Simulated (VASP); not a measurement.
# GdO: single point with PBE+D4+U

Crystal: GdO.

```xyz
2
Lattice="0.0000 2.6428 2.6428 2.6428 0.0000 2.6428 2.6428 2.6428 0.0000" Properties=species:S:1:pos:R:3 pbc="T T T"
Gd    0.0000    0.0000    0.0000
O     1.3214    1.3214    1.3214
```

| Item | Value |
| --- | --- |
| Program | VASP 6.6.1 |
| Task | single point |
| Functional | PBE |
| Dispersion | D4 |
| Potentials or basis | VASP PAW PBE potentials, release 64 (Gd, O) |
| Cutoff | 520 eV |
| k mesh | 8 × 8 × 8 |
| Occupations | gaussian, width 0.05 eV |
| Spin | collinear spin, ferromagnetic start |
| Starting moments | [7.69, 0.02] μB |
| Hubbard terms | Gd f U = 6.0 eV |
| Dipole correction | no |
| Further INCAR settings | ALGO = Normal; EDIFF = 1e-06; NBANDS = 23 |

```
Pressure                                              : 4.7 GPa
Net moment                                            : 7.94 μB per cell
Site moments                                          : Gd +7.08; O +0.01 μB
Valence electrons inside the program's atomic spheres : Gd 15.21; O 5.03
Dispersion energy per atom                            : -0.255 eV
```

Levels at points of the mesh, in eV from the Fermi level:
Spin up:
```
           k point  band 14  band 15  band 16  band 17  band 18  band 19
(0.00, 0.00, 0.00)    -5.94    -5.94    -2.46     2.53     2.53     4.59
(0.50, 0.00, 0.00)    -5.50    -5.50     0.01     2.41     2.41     2.98
(0.50, 0.50, 0.00)    -4.66    -4.66    -1.10     0.91     4.24     4.73
```
Spin down:
```tsv
k point	band 5	band 6	band 7	band 8	band 9	band 10	band 11	band 12
(0.00, 0.00, 0.00)	-19.62	-5.83	-5.83	-5.83	-1.06	2.83	2.83	2.83
(0.50, 0.00, 0.00)	-18.14	-5.37	-5.37	-5.23	1.41	2.45	2.69	2.69
(0.50, 0.50, 0.00)	-17.74	-6.37	-4.55	-4.55	0.93	1.38	2.90	2.97
```

Eigenvalues of the final occupation matrices:
```csv
site,spin,trace,eigenvalues
site 1 f,1,6.95,0.99 0.99 0.99 0.99 0.99 0.99 1.00
site 1 f,2,0.03,0.00 0.00 0.00 0.00 0.00 0.00 0.01
```

Run time: 46 s on 1 thread of AMD EPYC 9R45 96-Core Processor (Zen 5), with other jobs on the host, peak memory 0.18 GiB.

Caveat: the cell stands under pressure; spin-orbit coupling is left out, which moves the levels of the heavy elements; a cell with one magnetic atom can't hold antiferromagnetic order, which such compounds often take. The state reached can hang on the start; a lower one may exist.
